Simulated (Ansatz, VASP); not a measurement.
# One calculation of KBr, two programs

File INCAR:

```
PREC     = Accurate       # precision mode
ENCUT    = 520            # plane-wave cutoff, eV
EDIFF    = 1E-6           # SCF threshold, eV
ISMEAR   = 0              # smearing method
SIGMA    = 0.05           # smearing width, eV
LREAL    = False          # projectors in reciprocal space
LASPH    = True           # aspherical terms in the spheres
NELM     = 100            # most SCF steps
ALGO     = Normal         # electronic algorithm
ISIF     = 2              # what is computed and relaxed
LWAVE    = False          # write WAVECAR
LCHARG   = False          # write CHGCAR
GGA      = PS             # functional
NBANDS   = 15             # bands
```

KPOINTS

```
regular mesh
0
Gamma
  6 6 6
```

File POSCAR:

```
KBr
1.0
    4.0434990000      0.0000000000      0.0000000000
    0.0000000000      4.0434990000      0.0353806163
    0.0000000000      0.0353806163      4.0434990000
K Br
1 1
Direct
    0.0000000000      0.0000000000      0.0000000000
    0.5000000000      0.5000000000      0.5000000000
```

Input for Ansatz:

```yaml
crystal:
  lattice:
    - [4.043499, 0.0, 0.0]
    - [0.0, 4.043499, 0.0353806163]
    - [0.0, 0.0353806163, 4.043499]
  atoms:
    - { symbol: K, position: [0.0, 0.0, 0.0] }
    - { symbol: Br, position: [0.5, 0.5, 0.5] }
basis:
  ecutwfc: 420
kpoints:
  mp_grid: { grid: [6, 6, 6] }
hamiltonian:
  xc: pbesol
scf:
  occupations: { method: gaussian, width: 0.05 }
output:
  forces: true
  stress: true
  eigenvalues: true
```

Change from the starting cell: strain +0.0175 x Voigt [0, 0, 0, 1, 0, 0], atoms carried along.

Alike in both runs: task single point; functional PBEsol; k mesh 6 × 6 × 6; occupations gaussian, width 0.05 eV; no spin polarisation.

|  | VASP | Ansatz |
| --- | --- | --- |
| version | VASP 6.6.1 | Ansatz 0.2.0 |
| potentials or method | VASP PAW PBE potentials, release 64 (K_sv, Br), cutoff 520 eV | scalar-relativistic, plane waves, PAW |
| valence electrons in the cell | 16 | 16 |

|  | VASP | Ansatz | Ansatz less VASP |
| --- | --- | --- | --- |
| gap on the k mesh at the Fermi level (eV) | 3.71 | 3.71 | +0.003 |
| least direct gap on the mesh (eV) | 3.96 | 3.96 | +0.003 |
| pressure (GPa) | -1.2 | -1.2 | 0.00 |

VASP's potentials were made for PBE, not for PBEsol.
